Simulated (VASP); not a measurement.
A run of VASP 6.6.1 is set up as follows.

Contents of INCAR:

```
SYSTEM = ZnS
ALGO = Normal ; EDIFF = 1E-8
ENCUT = 520 ; GGA = PS
ISIF = 2 ; ISMEAR = -1
LASPH = .True. ; LCHARG = .False.
LEFG = .True. ; LREAL = .False.
LWAVE = .False. ; NBANDS = 26
NELM = 80 ; PREC = Accurate
SIGMA = 0.03
```

Contents of KPOINTS:

```
k-points
0
Gamma
  8 8 5
  0 0 0
```

The input POSCAR:

```
ZnS
1.0
    3.8109987816      0.0381099878      0.0381099878
   -1.8724951732      3.2813667647      0.0139492237
    0.0623400000      0.0623400000      6.2340000000
Zn S
2 2
Direct
    0.3333333333      0.6666666667      0.0000000000
    0.6666666667      0.3333333333      0.5000000000
    0.3333333333      0.6666666667      0.3850000000
    0.6666666667      0.3333333333      0.8850000000
```

Potentials or basis: VASP PAW PBE potentials, release 64 (Zn, S).

Command:

```sh
$ cat potpaw_PBE.64/Zn/POTCAR potpaw_PBE.64/S/POTCAR > POTCAR
$ mpirun -np 1 vasp_std > vasp.out
```

What does it give for the largest force?

0.379 eV/Å.

Predict the pressure.

-1.0 GPa.

Stress tensor (GPa, compression positive):
```
-0.40 -1.16 -0.73
-1.16 -0.42 -0.72
-0.73 -0.72 -2.30
```

Caveat: the cell differs from its parent crystal (equal xy, yz and zx shear strains of +2 %); without QUAD_EFG the Cq values of the log hold for a quadrupole moment of 1 mb, not for the nuclei; the PAW data sets were made with another functional, which shifts forces and pressure a little.
